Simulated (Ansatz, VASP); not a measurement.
Two plane-wave programs on Mo

```
CELL_PARAMETERS angstrom
0.00000 1.98477 2.07545
1.98477 0.00000 2.07545
1.98477 1.98477 0.00000
ATOMIC_POSITIONS crystal
Mo 0.00000 0.00000 0.00000
```

Change from the starting cell: strain -0.015 along x and y, +0.030 along z, atoms carried along.

Alike in both runs: task single point; functional LDA; k mesh 20 × 20 × 20; occupations gaussian, width 0.15 eV; no spin polarisation.

|  | VASP | Ansatz |
| --- | --- | --- |
| version | VASP 6.6.1 | Ansatz 0.2.0 |
| potentials or method | VASP PAW LDA potentials, release 64 (Mo_sv), cutoff 520 eV | scalar-relativistic, plane waves, PAW |
| valence electrons in the cell | 14 | 14 |

|  | VASP | Ansatz | Ansatz less VASP |
| --- | --- | --- | --- |
| gap on the k mesh at the Fermi level (eV) | none | none | - |
| pressure (GPa) | -15.4 | -16.2 | -0.87 |
| traceless stress, the component that is largest in VASP (GPa) | 4.42 | 4.45 | +0.031 |

LDA's correlation is that of Perdew and Zunger in VASP and of Perdew and Wang (1992) in Ansatz. A gap of «none» marks a metal or a gap that the smearing closes.
